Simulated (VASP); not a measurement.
Input of a VASP 6.6.1 run:

The input INCAR:

```
PREC = Accurate
ENCUT = 520
EDIFF = 1E-6
ISMEAR = 0
SIGMA = 0.15
LREAL = False
LASPH = True
NELM = 60
ALGO = Normal
ISIF = 2
LWAVE = False
LCHARG = False
GGA = PE
NBANDS = 10
```

File KPOINTS:

```
regular mesh
0
Gamma
  10 10 10
```

Contents of POSCAR:

```
Re
1.0
    0.0000000000      1.9577236186      2.1730732166
    2.1730732166      0.0000000000      2.1730732166
    2.1730732166      1.9577236186      0.0000000000
Re
1
Direct
    0.0000000000      0.0000000000      0.0000000000
```

Potentials or basis: VASP PAW PBE potentials, release 64 (Re).

The run is started by

```bash
$ cat potpaw_PBE.64/Re/POTCAR > POTCAR
$ mpirun -np 1 vasp_std > vasp.out
```

Q: Predict the pressure.

A: -46.9 GPa.

Stress tensor (GPa, compression positive):
```
-51.14   0.00   0.00
  0.00 -38.40   0.00
  0.00   0.00 -51.14
```

Caveat: the cell differs from its parent crystal (normal strain along x +0.1100, normal strain along z +0.1100).
